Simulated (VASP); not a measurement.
# Ag (P6_3/mmc) in VASP: further runs

Ag is run at these levels: r2SCAN; tasks: single point.

Everything below comes from runs of VASP 6.6.1. Logs are shortened: lines on timing, memory, paths and dates and some standing lists are left out, and cuts for length are marked.

**1. The cell of the first run**

It takes space group P6_3/mmc (No. 194, hexagonal). The conventional cell has a = 2.976 Å, b = 2.976 Å, c = 4.985 Å, α = 90.00°, β = 90.00°, γ = 120.00°. Within 3.9 Å of Ag (site symmetry -6m2) lie 12 Ag at 2.98 to 3.03 Å.

**2. Single point, r2SCAN (strain +0.025 along x and y, +0.050 along z)**

POSCAR

```
Ag
1.0
    2.9762881598      0.0000000000      0.0000000000
   -1.4881440799      2.5775411553      0.0000000000
    0.0000000000      0.0000000000      4.9852386452
Ag
2
Direct
    0.3333333333      0.6666666667      0.2500000000
    0.6666666667      0.3333333333      0.7500000000
```

INCAR.step1

```
PREC = Accurate ; ENCUT = 520
ISMEAR = 0 ; SIGMA = 0.15
LREAL = F ; LASPH = T
NELM = 80 ; NBANDS = 18
GGA = PE ; ALGO = Normal
EDIFF = 1E-4 ; LWAVE = T
LCHARG = F
```

INCAR.step2

```
PREC = Accurate ; ENCUT = 520
EDIFF = 1E-7 ; ISMEAR = 0
SIGMA = 0.15 ; LREAL = F
LASPH = T ; NELM = 80
ALGO = Normal ; ISIF = 2
LWAVE = F ; LCHARG = T
METAGGA = R2SCAN ; LMIXTAU = T
LELF = T ; LVHAR = T
NBANDS = 18 ; ISTART = 1
```

KPOINTS

```
Automatic mesh
0
Gamma
  24 24 14
```

Potentials or basis: VASP PAW PBE potentials, release 64 (Ag).

Command:

```console
$ cat potpaw_PBE.64/Ag/POTCAR > POTCAR
$ cp INCAR.step1 INCAR
$ mpirun -np 1 vasp_std > vasp.out
$ cp INCAR.step2 INCAR
$ mpirun -np 1 vasp_std > vasp.out
```

OUTCAR:

```text
PREC = Accurate
   ENCUT = 520
   EDIFF = 1E-7
   ISMEAR = 0
   LREAL = F
   LASPH = T
   NELM = 80
   ISIF = 2
   METAGGA = R2SCAN
   ISTART = 1

 ion  position               nearest neighbor table
   1  0.333  0.667  0.250-   2 3.03   2 3.03   2 3.03   2 3.03   2 3.03   2 3.03
   2  0.667  0.333  0.750-   1 3.03   1 3.03   1 3.03   1 3.03   1 3.03   1 3.03

  LATTYP: Found a hexagonal cell.
 ALAT       =     2.9762881598
 C/A-ratio  =     1.6749852089

  Lattice vectors:

 A1 = (   2.9762881598,   0.0000000000,   0.0000000000)
 A2 = (  -1.4881440799,   2.5775411553,   0.0000000000)
 A3 = (   0.0000000000,   0.0000000000,   4.9852386452)

Analysis of symmetry for initial positions (statically):
=====================================================================
 Subroutine PRICEL returns:
 Original cell was already a primitive cell.

 Routine SETGRP: Setting up the symmetry group for a
 hexagonal supercell.

 Subroutine GETGRP returns: Found 24 space group operations
 (whereof 12 operations were pure point group operations)
 out of a pool of 24 trial point group operations.

The static configuration has the point symmetry D_3d.
 The point group associated with its full space group is D_6h.

Analysis of symmetry for dynamics (positions and initial velocities):
=====================================================================
 Subroutine PRICEL returns:
 Original cell was already a primitive cell.

 Routine SETGRP: Setting up the symmetry group for a
 hexagonal supercell.

 Subroutine GETGRP returns: Found 24 space group operations
 (whereof 12 operations were pure point group operations)
 out of a pool of 24 trial point group operations.

The dynamic configuration has the point symmetry D_3d.
 The point group associated with its full space group is D_6h.

 Subroutine INISYM returns: Found 24 space group operations
 (whereof 12 operations are pure point group operations),
 and found     1 'primitive' translations

----------------------------------------------------------------------------------------

                                     Primitive cell

  volume of cell :      38.2443

  direct lattice vectors                    reciprocal lattice vectors
     2.976288160  0.000000000  0.000000000     0.335988972  0.193983324  0.000000000
    -1.488144080  2.577541155  0.000000000     0.000000000  0.387966647  0.000000000
     0.000000000  0.000000000  4.985238645     0.000000000  0.000000000  0.200592203

[... 82 lines left out ...]
   NELM   =     80;   NELMIN=  2; NELMDL=  0     # of ELM steps
   EDIFF  = 0.1E-06   stopping-criterion for ELM
   LREAL  =      F    real-space projection
   EDIFFG = 0.1E-05   stopping-criterion for IOM
   NSW    =      0    number of steps for IOM
   IBRION =     -1    ionic relax: 0-MD 1-quasi-New 2-CG
   NFREE  =      0    steps in history (QN), initial steepest desc. (CG)
   ISIF   =      2    stress and relaxation
   ISYM   =      2    0-nonsym 1-usesym 2-fastsym
   POTIM  = 0.5000    time-step for ionic-motion
   TEBEG  =    0.0;   TEEND  =   0.0 temperature during run
   PSTRESS=    0.0 pullay stress
   NELECT =      22.0000    total number of electrons
   NUPDOWN=      -1.0000    fix difference up-down
   EMIN   =  10.00;   EMAX   =-10.00  energy-range for DOS
   EFERMI =   0.00;   METHOD = LEGACY
   ISMEAR =     0;   SIGMA  =   0.15  broadening in eV -4-tet -1-fermi 0-gaus
   EFERMI_NEDOS =   21; number of points for ismear=-14 and -15
   IALGO  =     38    algorithm
   IMIX   =      4    mixing-type and parameters
     AMIX     =   0.40;   BMIX     =  1.00
     AMIX_MAG =   1.60;   BMIX_MAG =  1.00
  volume/ion in A,a.u.               =      19.12       129.04
  Fermi-wavevector in a.u.,A,eV,Ry     =   1.361529  2.572917 25.221951  1.853761
  Thomas-Fermi vector in A             =   2.488097
   LORBIT       =      0    0 simple, 1 ext, 2 COOP (PROOUT), +10 PAW based schemes
   METAGGA = R2SCAN    functional components
   LHFCALC =     F    Hartree Fock is set to
   AEXX    =    0.0000 exact exchange contribution
   IVDW    =     0    specifies the selected vdW correction
   LEPSILON=     F    determine dielectric tensor
   LRPA    =     F    only Hartree local field effects (RPA)
 non-spin polarized calculation
 Gauss-broadening in eV      SIGMA  =   0.15
  energy-cutoff  :      520.00
  volume of cell :       38.24
 maximum number of plane-waves:      1056
 NGX is ok and might be reduce to    24
   NGX = 11   NGY = 11   NGZ = 19

 number of electron      21.9999998 magnetization

 Free energy of the ion-electron system (eV)
  ---------------------------------------------------
  ext. energy  EPLUGINS =         0.00000000
  ---------------------------------------------------
  free energy    TOTEN  =       -42.61542276 eV

  energy without entropy =      -42.60934310  energy(sigma->0) =      -42.61238293

 E-fermi :   6.9969     XC(G=0): -12.1872

 val. band max:        6.9967136669   @ k =   0.4167   0.0417   0.4286
 cond. band min:       7.0123007560   @ k =   0.2917   0.0000   0.2857
 fundamental gap:      0.0155870891
 Fermi energy:         6.9969323896

 k-point     1 :       0.0000    0.0000    0.0000
  band No.  band energies     occupation
      1      -0.1756      2.00000
      2       0.8774      2.00000
      3       2.1018      2.00000
      4       2.2629      2.00000
      5       2.2629      2.00000
      6       2.4395      2.00000
[... 481 lines left out ...]
      5       2.4418      2.00000
      6       2.6245      2.00000
[... 10 lines left out ...]
     17      17.4711      0.00000
     18      22.8222      0.00000

 [... further k-points ...]

------------------------ aborting loop because EDIFF is reached ----------------------------------------

  FORCE on cell =-STRESS in cart. coord.  units (eV):
  Direction    XX          YY          ZZ          XY          YZ          ZX
  --------------------------------------------------------------------------------------
  -------------------------------------------------------------------------------------
  Total       -1.7375748     -1.7375748     -1.9731959      0.0000000     -0.0000000      0.0000000
  in kB      -72.7926557    -72.7926557    -82.6635870      0.0000000     -0.0000000      0.0000000
  external PRESSURE =     -76.0829662 kB  Pullay stress =       0.0000000 kB

 VOLUME and BASIS-vectors are now :
 -----------------------------------------------------------------------------
  energy-cutoff  :      520.00
  volume of cell :       38.24
      direct lattice vectors                 reciprocal lattice vectors
     2.976288160  0.000000000  0.000000000     0.335988972  0.193983324  0.000000000
    -1.488144080  2.577541155  0.000000000     0.000000000  0.387966647  0.000000000
     0.000000000  0.000000000  4.985238645     0.000000000  0.000000000  0.200592203

 POSITION                                       TOTAL-FORCE (eV/Angst)
 -----------------------------------------------------------------------------------
     -0.00000      1.71836      1.24631         0.000000      0.000000      0.000000
      1.48814      0.85918      3.73893        -0.000000     -0.000000      0.000000
 -----------------------------------------------------------------------------------
    total drift:                                0.000000     -0.000000      0.000000

  FREE ENERGIE OF THE ION-ELECTRON SYSTEM (eV)
  ---------------------------------------------------
  free  energy   TOTEN  =       -42.6154227569 eV

  energy  without entropy=      -42.6093430978  energy(sigma->0) =      -42.61238293
```

OUTCAR.step1:

```text
PREC = Accurate
   ENCUT = 520
   ISMEAR = 0
   LREAL = F
   LASPH = T
[... 728 lines left out ...]
 -----------------------------------------------------------------------------------
     -0.00000      1.71836      1.24631         0.000000     -0.000000      0.000000
      1.48814      0.85918      3.73893        -0.000000      0.000000      0.000000
 -----------------------------------------------------------------------------------
    total drift:                                0.000000     -0.000000      0.000000

  FREE ENERGIE OF THE ION-ELECTRON SYSTEM (eV)
  ---------------------------------------------------
  free  energy   TOTEN  =        -5.3875419039 eV

  energy  without entropy=       -5.3811046692  energy(sigma->0) =       -5.38432329
```

OSZICAR.step1:

```text
N       E                     dE             d eps       ncg     rms          rms(c)
DAV:   1     0.123580481520E+03    0.12358E+03   -0.11599E+04 17592   0.120E+03
DAV:   2    -0.381082454179E+01   -0.12739E+03   -0.12068E+03 18208   0.261E+02
DAV:   3    -0.581158364157E+01   -0.20008E+01   -0.19939E+01 20452   0.369E+01
DAV:   4    -0.581776431843E+01   -0.61807E-02   -0.61801E-02 19420   0.202E+00
DAV:   5    -0.581781809777E+01   -0.53779E-04   -0.53779E-04 19238   0.202E-01    0.551E+00
DAV:   6    -0.539976681386E+01    0.41805E+00   -0.11308E+00 18268   0.111E+01    0.378E+00
DAV:   7    -0.539131830674E+01    0.84485E-02   -0.11097E-02 18748   0.921E-01    0.224E+00
DAV:   8    -0.538752386429E+01    0.37944E-02   -0.11360E-03 18470   0.300E-01    0.816E-02
DAV:   9    -0.538754190392E+01   -0.18040E-04   -0.18266E-05 10962   0.323E-02
   1 F= -.53875419E+01 E0= -.53843233E+01  d E =-.643723E-02
```

It took 9.2 min on 1 thread of Intel Xeon Platinum 8375C at 2.90GHz (Ice Lake), shared host; peak memory 0.39 GiB.

Results:

| Quantity | Value |
| --- | --- |
| Free energy | -42.6154 eV |
| Pressure | -7.6 GPa |
| Band gap on the k mesh | zero (band 11 reaches 11.02 eV, above the bottom of band 12 at 3.33 eV) |

Levels at points of the mesh, in eV from the Fermi level:
```csv
k point,band 8,band 9,band 10,band 11,band 12,band 13,band 14,band 15
"(0.00, 0.00, 0.00)",-4.17,-4.17,-3.40,-3.40,-0.24,2.71,16.05,17.14
"(0.50, 0.00, 0.00)",-3.29,-3.24,-3.14,0.21,1.38,6.45,6.79,8.52
"(0.00, 0.00, 0.50)",-4.44,-3.66,-3.66,-3.66,-3.66,10.09,10.09,16.38
"(0.50, 0.00, 0.50)",-3.42,-3.18,-3.18,0.97,0.97,4.11,4.11,13.34
```

Caveat: the cell differs from its parent crystal (strain +0.025 along x and y, +0.050 along z); the PAW data sets were made with another functional, which shifts forces and pressure a little.

**3. Single point, r2SCAN (strain +0.050 along x and y, +0.050 along z)**

POSCAR

```
Ag
1.0
    3.0488805539      0.0000000000      0.0000000000
   -1.5244402769      2.6404080128      0.0000000000
    0.0000000000      0.0000000000      4.9852386452
Ag
2
Direct
    0.3333333333      0.6666666667      0.2500000000
    0.6666666667      0.3333333333      0.7500000000
```

INCAR.step1

```
SYSTEM = Ag
PREC = Accurate
ENCUT = 520
ISMEAR = 0
SIGMA = 0.15
LREAL = .FALSE.
LASPH = .TRUE.
NELM = 80
NBANDS = 18
GGA = PE
ALGO = Normal
EDIFF = 1E-4
LWAVE = .TRUE.
LCHARG = .FALSE.
```

INCAR.step2

```
SYSTEM = Ag
PREC = Accurate
ENCUT = 520
EDIFF = 1E-6
ISMEAR = 0
SIGMA = 0.15
LREAL = .FALSE.
LASPH = .TRUE.
NELM = 80
ALGO = Normal
ISIF = 2
LWAVE = .FALSE.
LCHARG = .FALSE.
METAGGA = R2SCAN
LMIXTAU = .TRUE.
NBANDS = 18
ISTART = 1
```

KPOINTS

```
regular mesh
0
G
  24 24 14
  0 0 0
```

Potentials or basis: VASP PAW PBE potentials, release 64 (Ag).

Command:

```console
$ cat potpaw_PBE.64/Ag/POTCAR > POTCAR
$ cp INCAR.step1 INCAR
$ mpirun -np 1 vasp_std > vasp.out
$ cp INCAR.step2 INCAR
$ mpirun -np 1 vasp_std > vasp.out
```

It took 8.8 min on 1 thread of Intel Xeon Platinum 8375C at 2.90GHz (Ice Lake), shared host; peak memory 0.4 GiB.

It converged, with:

```yaml
Free_energy: -42.5125 eV
Pressure: -9.9 GPa
Band_gap_on_the_k_mesh: zero (band 11 reaches 10.24 eV, above the bottom of band 12 at 2.81 eV)
```

Stress tensor (GPa, compression positive):
```
-10.07   0.00   0.00
  0.00 -10.07   0.00
  0.00   0.00  -9.70
```

Levels at points of the mesh, in eV from the Fermi level:
```csv
k point,band 9,band 10,band 11,band 12,band 13,band 14
"(0.00, 0.00, 0.00)",-4.16,-3.39,-3.39,0.03,2.77,15.65
"(0.50, 0.00, 0.00)",-3.25,-3.19,0.15,1.16,6.37,6.67
"(0.00, 0.00, 0.50)",-3.63,-3.63,-3.63,-3.63,10.22,10.22
"(0.50, 0.00, 0.50)",-3.23,-3.23,0.98,0.98,3.78,3.78
```

Caveat: the cell differs from its parent crystal (strain +0.050 along x and y, +0.050 along z); the PAW data sets were made with another functional, which shifts forces and pressure a little.
